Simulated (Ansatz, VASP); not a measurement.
## Two plane-wave programs on Os

```
Os
1.0
     2.77156    0.00000    0.00000
    -1.38578    2.40024    0.00000
     0.00000    0.00000    4.20373
Os
2
Direct
  0.33333 0.66667 0.25000
  0.66667 0.33333 0.75000
```

Alike in both runs: task single point; functional PBEsol; k mesh 24 × 24 × 12; occupations gaussian, width 0.15 eV; no spin polarisation.

|  | VASP | Ansatz |
| --- | --- | --- |
| version | VASP 6.6.1 | Ansatz 0.2.0 |
| potentials or method | VASP PAW PBE potentials, release 64 (Os), cutoff 520 eV | scalar-relativistic, plane waves, PAW |
| valence electrons in the cell | 16 | 32 |

|  | VASP | Ansatz | Ansatz less VASP |
| --- | --- | --- | --- |
| gap on the k mesh at the Fermi level (eV) | none | none | - |
| pressure (GPa) | -0.8 | -1.2 | -0.41 |
| traceless stress, the component that is largest in VASP (GPa) | 15.37 | 15.50 | +0.131 |

VASP's potentials were made for PBE, not for PBEsol. A gap of «none» marks a metal or a gap that the smearing closes. VASP's potentials hold 16 valence electrons a cell and Ansatz's 32, so a difference there can come from the potentials and not from the codes.

Spin-orbit coupling is off throughout.
